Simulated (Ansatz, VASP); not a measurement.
**Two plane-wave programs on BaZrO3**

The input INCAR:

```
SYSTEM = BaZrO3
PREC = Accurate
ENCUT = 600
EDIFF = 1E-6
ISMEAR = 0
SIGMA = 0.05
LREAL = .False.
LASPH = .True.
NELM = 120
ALGO = Normal
ISIF = 2
LWAVE = .False.
LCHARG = .False.
GGA = PE
NBANDS = 28
GGA_COMPAT = .False.
```

File KPOINTS:

```
regular mesh
0
Gamma
  6 6 6
  0 0 0
```

File POSCAR:

```
BaZrO3
1.0
    4.1815000000      0.0000000000      0.0000000000
    0.0000000000      4.1815000000      0.0000000000
    0.0000000000      0.0000000000      4.1815000000
Ba Zr O
1 1 3
Direct
    0.5000000000      0.4760851369      0.4760851369
    0.0000000000      0.0000000000      0.0000000000
    0.5000000000      0.0000000000      0.0000000000
    0.0000000000      0.5000000000      0.0000000000
    0.0000000000      0.0000000000      0.5000000000
```

Input for Ansatz:

```yaml
crystal:
  lattice:
    - [4.1815, 0.0, 0.0]
    - [0.0, 4.1815, 0.0]
    - [0.0, 0.0, 4.1815]
  atoms:
    - { symbol: Ba, position: [0.5, 0.4760851369, 0.4760851369] }
    - { symbol: Zr, position: [0.0, 0.0, 0.0] }
    - { symbol: O, position: [0.5, 0.0, 0.0] }
    - { symbol: O, position: [0.0, 0.5, 0.0] }
    - { symbol: O, position: [0.0, 0.0, 0.5] }
basis:
  ecutwfc: 420
kpoints:
  mp_grid: { grid: [6, 6, 6] }
hamiltonian:
  xc: pbe
scf:
  occupations: { method: gaussian, width: 0.05 }
output:
  forces: true
  stress: true
  eigenvalues: true
```

Alike in both runs: task single point; functional PBE; k mesh 6 × 6 × 6; occupations gaussian, width 0.05 eV; no spin polarisation.

|  | VASP | Ansatz |
| --- | --- | --- |
| version | VASP 6.6.1 | Ansatz 0.2.0 |
| potentials or method | VASP PAW PBE potentials, release 64 (Ba_sv, Zr_sv, O), cutoff 600 eV | scalar-relativistic, plane waves, PAW |
| valence electrons in the cell | 40 | 40 |

```tsv
	VASP	Ansatz	Ansatz less VASP
gap on the k mesh at the Fermi level (eV)	3.19	3.24	+0.048
least direct gap on the mesh (eV)	3.40	3.42	+0.020
pressure (GPa)	6.6	5.6	-0.94
traceless stress, the component that is largest in VASP (GPa)	0.42	0.39	-0.030
rms of the force components (eV/Å)	0.208	0.195	-0.0131
```

Atom by atom the forces differ by 0.021 eV/Å (rms over components).

Spin-orbit coupling is off throughout.
